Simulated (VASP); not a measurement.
# KBr (Pm-3m) in VASP: elastic constants with PBE

Aim: the elastic constants of KBr with PBE.

Program: VASP 6.6.1. These are calculated values, not measurements. Logs are shortened: lines on timing, memory, paths and dates and some standing lists are left out, and cuts for length are marked.

## (1) The cell of the first run

Symmetry: Pm-3m, No. 221, cubic system. The conventional cell has a = 3.967 Å, b = 3.967 Å, c = 3.967 Å, α = 90.00°, β = 90.00°, γ = 90.00°. K (site symmetry m-3m) has 8 Br at 3.44 Å and 6 K at 3.97 Å within 4.5 Å. Br (site symmetry m-3m) has 8 K at 3.44 Å and 6 Br at 3.97 Å within 4.5 Å.

## (2) Elastic constants, PBE

Contents of INCAR:

```
  PREC = Accurate
  ENCUT = 600
  EDIFF = 1E-8
  ISMEAR = 0
  SIGMA = 0.01
  LREAL = F
  LASPH = T
  NELM = 80
  ALGO = Normal
  ISIF = 3
  LWAVE = F
  LCHARG = F
  GGA = PE
  IBRION = 6
  NFREE = 2
  POTIM = 0.015
  NSW = 1
```

Contents of KPOINTS:

```
Automatic mesh
0
Gamma
  6 6 6
```

Contents of POSCAR:

```
KBr
1.0
    3.9669000000      0.0000000000      0.0000000000
    0.0000000000      3.9669000000      0.0000000000
    0.0000000000      0.0000000000      3.9669000000
K Br
1 1
Direct
    0.0000000000      0.0000000000      0.0000000000
    0.5000000000      0.5000000000      0.5000000000
```

Potentials or basis: VASP PAW PBE potentials, release 64 (K_sv, Br).

Run with:

```sh
$ cat potpaw_PBE.64/K_sv/POTCAR potpaw_PBE.64/Br/POTCAR > POTCAR
$ mpirun -np 1 vasp_std > vasp.out
```

OUTCAR:

```text
PREC = Accurate
   ENCUT = 600
   EDIFF = 1E-8
   ISMEAR = 0
   LREAL = F
   LASPH = T
   NELM = 80
   ISIF = 3
   GGA = PE
   IBRION = 6
   NFREE = 2
   POTIM = 0.015
   NSW = 1

 ion  position               nearest neighbor table
   1  0.000  0.000  0.000-
   2  0.500  0.500  0.500-

  LATTYP: Found a simple cubic cell.
 ALAT       =     3.9669000000

  Lattice vectors:

 A1 = (   3.9669000000,   0.0000000000,   0.0000000000)
 A2 = (   0.0000000000,   3.9669000000,   0.0000000000)
 A3 = (   0.0000000000,   0.0000000000,   3.9669000000)

Analysis of symmetry for initial positions (statically):
=====================================================================
 Subroutine PRICEL returns:
 Original cell was already a primitive cell.

 Routine SETGRP: Setting up the symmetry group for a
 simple cubic supercell.

 Subroutine GETGRP returns: Found 48 space group operations
 (whereof 48 operations were pure point group operations)
 out of a pool of 48 trial point group operations.

The static configuration has the point symmetry O_h .

Analysis of symmetry for dynamics (positions and initial velocities):
=====================================================================
 Subroutine PRICEL returns:
 Original cell was already a primitive cell.

 Routine SETGRP: Setting up the symmetry group for a
 simple cubic supercell.

 Subroutine GETGRP returns: Found 48 space group operations
 (whereof 48 operations were pure point group operations)
 out of a pool of 48 trial point group operations.

The dynamic configuration has the point symmetry O_h .

 Subroutine INISYM returns: Found 48 space group operations
 (whereof 48 operations are pure point group operations),
 and found     1 'primitive' translations

----------------------------------------------------------------------------------------

                                     Primitive cell

  volume of cell :      62.4243

  direct lattice vectors                    reciprocal lattice vectors
     3.966900000  0.000000000  0.000000000     0.252086012  0.000000000  0.000000000
     0.000000000  3.966900000  0.000000000     0.000000000  0.252086012  0.000000000
     0.000000000  0.000000000  3.966900000     0.000000000  0.000000000  0.252086012

  length of vectors
     3.966900000  3.966900000  3.966900000     0.252086012  0.252086012  0.252086012

  position of ions in fractional coordinates (direct lattice)
     0.000000000  0.000000000  0.000000000
     0.500000000  0.500000000  0.500000000

  ion indices of the primitive-cell ions
   primitive index   ion index
                 1           1
                 2           2

----------------------------------------------------------------------------------------

 KPOINTS: Automatic mesh

Automatic generation of k-mesh.
 Grid dimensions read from file:
 generate k-points for:    6    6    6

 Generating k-lattice:

  Cartesian coordinates                     Fractional coordinates (reciprocal lattice)
     0.042014335  0.000000000  0.000000000     0.166666667  0.000000000  0.000000000
     0.000000000  0.042014335  0.000000000     0.000000000  0.166666667  0.000000000
[... 106 lines left out ...]

  FORCE on cell =-STRESS in cart. coord.  units (eV):
  Direction    XX          YY          ZZ          XY          YZ          ZX
  --------------------------------------------------------------------------------------
  -------------------------------------------------------------------------------------
  Total        0.3966997      0.3966997      0.3966997      0.0000000      0.0000000      0.0000000
  in kB       10.1816632     10.1816632     10.1816632      0.0000000      0.0000000      0.0000000
  external PRESSURE =      10.1816632 kB  Pullay stress =       0.0000000 kB
[... 89 lines left out ...]
  FREE ENERGIE OF THE ION-ELECTRON SYSTEM (eV)
  ---------------------------------------------------
  free  energy   TOTEN  =        -6.0593664809 eV

  energy  without entropy=       -6.0593664809  energy(sigma->0) =       -6.05936648

[... ionic steps 4 to 14 ...]

--------------------------------------- Ionic step       15  -------------------------------------------

 number of electron      15.9999997 magnetization

------------------------ aborting loop because EDIFF is reached ----------------------------------------
[... 67 lines left out ...]
--------------------------------------- Ionic step       17  -------------------------------------------

 number of electron      15.9999997 magnetization

 Free energy of the ion-electron system (eV)
  ---------------------------------------------------
  ext. energy  EPLUGINS =         0.00000000
  ---------------------------------------------------
  free energy    TOTEN  =        -6.06729147 eV

  energy without entropy =       -6.06729147  energy(sigma->0) =       -6.06729147

 E-fermi :  -0.4169     XC(G=0):  -8.0666

 val. band max:       -0.4709054215   @ k =   0.0000   0.5000   0.5000
 cond. band min:       3.5748252002   @ k =   0.0000   0.0000   0.0000
 fundamental gap:      4.0457306217
 Fermi energy:        -0.4168809236

 k-point     1 :       0.0000    0.0000    0.0000
  band No.  band energies     occupation
      1     -29.0614      2.00000
      2     -13.3674      2.00000
      3     -12.4819      2.00000
      4     -12.4819      2.00000
      5     -12.4818      2.00000
      6      -0.7504      2.00000
      7      -0.7504      2.00000
      8      -0.7504      2.00000
      9       3.5748      0.00000
     10       5.3098      0.00000
     11       5.3104      0.00000
     12       9.3061      0.00000
[... 331 lines left out ...]
 k-point    24 :       0.0000    0.1667    0.1667
  band No.  band energies     occupation
      1     -29.0550      2.00000
      2     -13.4197      2.00000
      3     -12.5248      2.00000
      4     -12.4703      2.00000
      5     -12.3729      2.00000
      6      -1.4148      2.00000
      7      -1.1421      2.00000
      8      -0.7272      2.00000
      9       4.7457      0.00000
     10       5.8784      0.00000
     11       6.2916      0.00000
     12       8.7749      0.00000

 [... further k-points ...]

------------------------ aborting loop because EDIFF is reached ----------------------------------------

  FORCE on cell =-STRESS in cart. coord.  units (eV):
  Direction    XX          YY          ZZ          XY          YZ          ZX
  --------------------------------------------------------------------------------------
  -------------------------------------------------------------------------------------
  Total        0.3971334      0.3972454      0.3972454     -0.0000000      0.0000000      0.0000000
  in kB       10.1927951     10.1956676     10.1956676     -0.0000000      0.0000000      0.0000000
  external PRESSURE =      10.1947101 kB  Pullay stress =       0.0000000 kB
[... 17 lines left out ...]
  FREE ENERGIE OF THE ION-ELECTRON SYSTEM (eV)
  ---------------------------------------------------
  free  energy   TOTEN  =        -6.0672914705 eV

  energy  without entropy=       -6.0672914705  energy(sigma->0) =       -6.06729147

 INTERNAL STRAIN TENSORS FROM STRAINED CELLS
 ============================================

 INTERNAL STRAIN TENSOR FOR ION    1 for displacements in x,y,z  (eV/Angst):
          X           Y           Z          XY          YZ          ZX
  --------------------------------------------------------------------------------
  x     0.00000     0.00000     0.00000     0.00000     0.00000     0.00000
  y     0.00000     0.00000     0.00000     0.00000     0.00000     0.00000
  z     0.00000     0.00000     0.00000     0.00000     0.00000     0.00000

 INTERNAL STRAIN TENSORS FROM DISPLACED ATOMS
 ============================================

 INTERNAL STRAIN TENSOR FOR ION    1 for displacements in x,y,z  (eV/Angst):
          X           Y           Z          XY          YZ          ZX
  --------------------------------------------------------------------------------
  x     0.00000     0.00000     0.00000     0.00000     0.00000     0.00000
  y     0.00000     0.00000     0.00000     0.00000     0.00000     0.00000
  z     0.00000     0.00000     0.00000     0.00000     0.00000     0.00000

 INTERNAL STRAIN TENSOR FOR ION    2 for displacements in x,y,z  (eV/Angst):
          X           Y           Z          XY          YZ          ZX
  --------------------------------------------------------------------------------
  x     0.00000     0.00000     0.00000     0.00000     0.00000     0.00000
  y     0.00000     0.00000     0.00000     0.00000     0.00000     0.00000
  z     0.00000     0.00000     0.00000     0.00000     0.00000     0.00000

 Eigenvectors and eigenvalues of the dynamical matrix
 ----------------------------------------------------

   1 f  =    2.741253 THz    17.223801 2PiTHz   91.438358 cm-1    11.336906 meV
             X         Y         Z           dx          dy          dz
      0.000000  0.000000  0.000000    -0.298493   -0.763572   -0.000000
      1.983450  1.983450  1.983450     0.208472    0.533290   -0.000000
[... 21 lines left out ...]
   6 f/i=    0.002014 THz     0.012654 2PiTHz    0.067177 cm-1     0.008329 meV
             X         Y         Z           dx          dy          dz
      0.000000  0.000000  0.000000    -0.040191    0.019406   -0.570848
      1.983450  1.983450  1.983450    -0.057546    0.027785   -0.817348

--------------------------------------------------------------------------------------------------------

 ELASTIC MODULI CONTR FROM IONIC RELAXATION (kBar)
 Direction    XX          YY          ZZ          XY          YZ          ZX
 --------------------------------------------------------------------------------
 XX           0.0000      0.0000      0.0000      0.0000      0.0000      0.0000
 YY           0.0000      0.0000      0.0000      0.0000      0.0000      0.0000
 ZZ           0.0000      0.0000      0.0000      0.0000      0.0000      0.0000
 XY           0.0000      0.0000      0.0000      0.0000      0.0000      0.0000
 YZ           0.0000      0.0000      0.0000      0.0000      0.0000      0.0000
 ZX           0.0000      0.0000      0.0000      0.0000      0.0000      0.0000
 --------------------------------------------------------------------------------

 TOTAL ELASTIC MODULI (kBar)
 Direction    XX          YY          ZZ          XY          YZ          ZX
 --------------------------------------------------------------------------------
 XX         450.3170     65.9117     65.9117      0.0000      0.0000     -0.0000
 YY          65.9117    450.3170     65.9117      0.0000      0.0000     -0.0000
 ZZ          65.9117     65.9117    450.3170      0.0000      0.0000      0.0000
 XY           0.0000      0.0000      0.0000     58.3935      0.0000      0.0000
 YZ           0.0000      0.0000      0.0000      0.0000     58.3935      0.0000
 ZX          -0.0000     -0.0000      0.0000      0.0000      0.0000     58.3935
 --------------------------------------------------------------------------------
```

It took 3.7 min on 1 thread of Intel Xeon Platinum 8488C (Sapphire Rapids), shared host; peak memory 0.28 GiB.

Results:

| Property | Result |
| --- | --- |
| Elastic constants C11, C12, C44 | 45, 7, 6 GPa |
| Voigt bulk modulus | 19 GPa |
| Highest phonon frequency at Γ, LO-TO splitting left out | 91 cm⁻¹ |

Phonon frequencies in cm⁻¹ (negative: imaginary):
```tsv
q point	frequencies
(0.000, 0.000, 0.000)	0 0 0 91 91 91
```

Elastic tensor in Voigt notation (GPa, in the Cartesian axes of the cell as first typed):
```
45  7  7  0  0  0
 7 45  7  0  0  0
 7  7 45  0  0  0
 0  0  0  6  0  0
 0  0  0  0  6  0
 0  0  0  0  0  6
```

Clamped-ion elastic tensor (GPa):
```
45  7  7  0  0  0
 7 45  7  0  0  0
 7  7 45  0  0  0
 0  0  0  6  0  0
 0  0  0  0  6  0
 0  0  0  0  0  6
```

Caveat: the cell is under stress, which shifts elastic constants.
